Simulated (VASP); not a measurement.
## Sc: single point with PBEsol

Sc:

```
CELL_PARAMETERS angstrom
0.00000 3.17778 3.17778
3.17778 0.00000 3.17778
3.17778 3.17778 0.00000
ATOMIC_POSITIONS crystal
Sc 0.00000 0.00000 0.00000
Sc 0.25000 0.25000 0.25000
```

```
Program             : VASP 6.6.1
Task                : single point
Functional          : PBEsol
Potentials or basis : VASP PAW PBE potentials, release 64 (Sc_sv)
Cutoff              : 520 eV
k mesh              : 8 × 8 × 8
Occupations         : fermi-dirac, width 0.136057 eV
Spin                : no spin polarisation
```

| Item | Value |
| --- | --- |
| Pressure | 0.0 GPa |
| Band gap on the k mesh | zero (band 11 reaches 2.42 eV, above the bottom of band 12 at 1.77 eV) |

Levels at points of the mesh, in eV from the Fermi level:
```csv
k point,band 7,band 8,band 9,band 10,band 11,band 12,band 13,band 14,band 15,band 16
"(0.00, 0.00, 0.00)",-28.02,-28.02,-4.16,0.01,0.01,0.27,0.27,0.27,1.73,1.73
"(0.50, 0.00, 0.00)",-27.96,-27.96,-1.81,-1.01,-0.03,-0.03,0.39,0.39,0.51,2.43
"(0.50, 0.50, 0.00)",-27.90,-27.90,-1.10,-1.10,-0.10,-0.10,0.50,0.50,1.79,1.79
```

It took 48 s on 1 thread of Intel(R) Xeon(R) Platinum 8375C CPU @ 2.90GHz (Ice Lake) (shared host), peak memory 0.21 GiB.

Caveat: the PAW data sets were made with another functional, which shifts forces and pressure a little.
